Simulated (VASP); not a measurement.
**Pt: single point with PBE**

The system is Pt.

```
Pt
1.0
     0.00000    2.01167    2.01167
     2.01167    0.00000    2.01167
     2.01167    2.01167    0.00000
Pt
1
Direct
  0.00000 0.00000 0.00000
```

- Program: VASP 6.6.1
- Task: single point
- Functional: PBE
- Potentials or basis: VASP PAW PBE potentials, release 64 (Pt)
- Cutoff: 520 eV
- k mesh: 16 × 16 × 16
- Occupations: fermi-dirac, width 0.0612256 eV
- Spin: no spin polarisation
- Dipole correction: no
- Further INCAR settings: ALGO = Normal; EDIFF = 1e-06; NBANDS = 11

```json
{
 "Pressure": "-9.3 GPa",
 "Band gap on the k mesh": "zero (band 5 reaches 10.26 eV, above the bottom of band 6 at 8.32 eV)"
}
```

Levels at points of the mesh, in eV from the Fermi level:
| k point | band 3 | band 4 | band 5 | band 6 | band 7 | band 8 |
| --- | --- | --- | --- | --- | --- | --- |
| (0.00, 0.00, 0.00) | -3.33 | -3.33 | -1.43 | -1.43 | 14.84 | 19.38 |
| (0.50, 0.00, 0.00) | -3.38 | -0.14 | 0.04 | 0.04 | 5.30 | 14.39 |
| (0.50, 0.50, 0.00) | 0.00 | 0.43 | 0.43 | 1.95 | 8.10 | 11.17 |

Run time: 20 s on 1 thread of Intel(R) Xeon(R) Platinum 8488C (Sapphire Rapids), with other jobs on the host, peak memory 0.16 GiB.

Caveat: spin-orbit coupling is left out, which moves the levels of the heavy elements.
